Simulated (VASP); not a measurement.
B5N:

```
CELL_PARAMETERS angstrom
4.08765 0.00000 0.00000
-2.04383 3.54001 0.00000
0.00000 0.00000 3.32954
ATOMIC_POSITIONS crystal
B 0.33333 0.66667 0.00000
B 0.66667 0.33333 0.00000
B 0.50000 0.00000 0.50000
B 0.50000 0.50000 0.50000
B 0.00000 0.50000 0.50000
N 0.00000 0.00000 0.00000
```

Base run:

- Program: VASP 6.6.1
- Functional: PBE
- Potentials or basis: VASP PAW PBE potentials, release 64 (B, N)
- Cutoff: 520 eV
- k mesh: 6 × 6 × 6
- Occupations: gaussian, width 0.1 eV
- Spin: no spin polarisation

Its results: pressure -30.0 GPa.

The run is repeated on the same cell with these changes: spin from no spin polarisation to collinear spin, ferromagnetic start; further incar settings from ALGO = Normal; EDIFF = 1e-07; NBANDS = 19 to ALGO = Normal; EDIFF = 1e-06; NBANDS = 23. What comes out?

Pressure -29.9 GPa; net moment 0.15 μB per cell; site moments B -0.00, +0.00; N +0.11 μB.
